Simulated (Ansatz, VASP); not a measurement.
## Two plane-wave programs on InSb3

```
In Sb
1.0
     4.79053    0.00000    0.00000
     0.00000    4.79053    0.00000
     0.00000    0.00000    4.79053
In Sb
1 3
Direct
  0.00000 0.00000 0.00000
  0.50000 0.00000 0.50000
  0.00000 0.50000 0.50000
  0.50000 0.50000 0.00000
```

Alike in both runs: functional r2SCAN; k mesh 10 × 10 × 10; occupations gaussian, width 0.1 eV; no spin polarisation.

Ansatz relaxed the structure, and its values are those at the end. VASP's run is a single point on that final structure, the one shown.

|  | VASP | Ansatz |
| --- | --- | --- |
| version | VASP 6.6.1 | Ansatz 0.2.0 |
| potentials or method | VASP PAW PBE potentials, release 64 (In_d, Sb), cutoff 520 eV | scalar-relativistic, plane waves, PAW |
| valence electrons in the cell | 28 | 58 |

```tsv
	VASP	Ansatz	Ansatz less VASP
gap on the k mesh at the Fermi level (eV)	none	none	-
pressure (GPa)	-0.1	0.0	+0.05
```

VASP's potentials were made for PBE, not for r2SCAN. A gap of «none» marks a metal or a gap that the smearing closes. The functional is the same, so the differences come from potentials, cutoffs and numerics. VASP's potentials hold 28 valence electrons a cell and Ansatz's 58, so a difference there can come from the potentials and not from the codes.

Neither program's run includes spin-orbit coupling.
